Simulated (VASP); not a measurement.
Runs of VASP 6.6.1 on Be. The structure is that of space group P6_3/mmc (No. 194), or close to it. The cells are those of the table. 

```csv
cell,gap on the mesh (eV),pressure (GPa)
"a = 2.280, b = 2.280, c = 3.528 Å, angles 90.0, 90.0, 120.0°, 2 atoms",none,0.1
"a = 2.177, b = 2.177, c = 3.392 Å, angles 90.0, 90.0, 120.0°, 2 atoms",none,(a)
"a = 2.138, b = 2.138, c = 3.343 Å, angles 90.0, 90.0, 120.0°, 2 atoms",none,30.3
"a = 2.222, b = 2.222, c = 3.452 Å, angles 90.0, 90.0, 120.0°, 2 atoms",none,10.2
```

Alike in all rows: task single point; level PBE; potentials or basis VASP PAW PBE potentials, release 64 (Be); no spin polarisation; k mesh 10 × 10 × 6; cutoff (eV) 520; smearing methfessel-paxton 0.1 eV.

Fill in the values left out.

(a) 20.2.

A gap of «none» marks levels without a gap at the run's occupations.
